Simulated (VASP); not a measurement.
Write the native input for VASP 6.6.1 that does the following.

```
Task                   : single point
Functional             : revPBE
Dispersion             : D3(BJ)
Potentials or basis    : VASP PAW PBE potentials, release 64 (Hf_pv)
Cutoff                 : 520 eV
k mesh                 : 10 × 10 × 10
Occupations            : methfessel-paxton, width 0.01 eV
Spin                   : non-collinear spin, typed start, spin-orbit coupling
Starting moments       : [[0.0, 0.0, 0.5]] μB
Dipole correction      : no
Further INCAR settings : ALGO = Fast; EDIFF = 1e-07; NBANDS = 21
```

The structure of Hf lies in POSCAR:

```
Hf
1.0
    0.0000000000      2.2200000000      2.2200000000
    2.2200000000      0.0000000000      2.2200000000
    2.2200000000      2.2200000000      0.0000000000
Hf
1
Direct
    0.0000000000      0.0000000000      0.0000000000
```

This isn't the form of Hf at room conditions, which is hcp.

The input as run:

INCAR

```
PREC     = Accurate       # precision mode
ENCUT    = 520            # plane-wave cutoff, eV
EDIFF    = 1E-7           # SCF threshold, eV
ISMEAR   = 1              # smearing method
SIGMA    = 0.01           # smearing width, eV
LREAL    = F              # projectors in reciprocal space
LASPH    = T              # aspherical terms in the spheres
NELM     = 150            # most SCF steps
ALGO     = Fast           # electronic algorithm
ISIF     = 2              # what is computed and relaxed
LWAVE    = F              # write WAVECAR
LCHARG   = T              # write CHGCAR
MAGMOM   = 0 0 0.5        # initial moments
LORBIT   = 11             # projections on sites
LSORBIT  = T              # spin-orbit coupling
GGA_COMPAT= F            
LORBMOM  = T            
LMAXMIX  = 4              # l up to which the mixer works
GGA      = RE             # functional
IVDW     = 12             # dispersion correction
LVHAR    = T            
NBANDS   = 21             # bands
```

KPOINTS

```
regular mesh
0
Gamma
  10 10 10
```

Potentials or basis: VASP PAW PBE potentials, release 64 (Hf_pv).

The run is started by

```console
$ cat potpaw_PBE.64/Hf_pv/POTCAR > POTCAR
$ mpirun -np 1 vasp_ncl > vasp.out
```

Results of the run:

The pressure is -1.9 GPa. The net moment is 0.02 μB per cell. The valence electrons inside the program's atomic spheres are Hf 8.42 and the dispersion energy per atom is -0.805 eV.

Caveat: the PAW data sets were made with another functional, which shifts forces and pressure a little.

Wall time 110 s on 1 thread of AMD EPYC 9R45 (Zen 5), with other jobs on the host, peak memory 0.23 GiB.
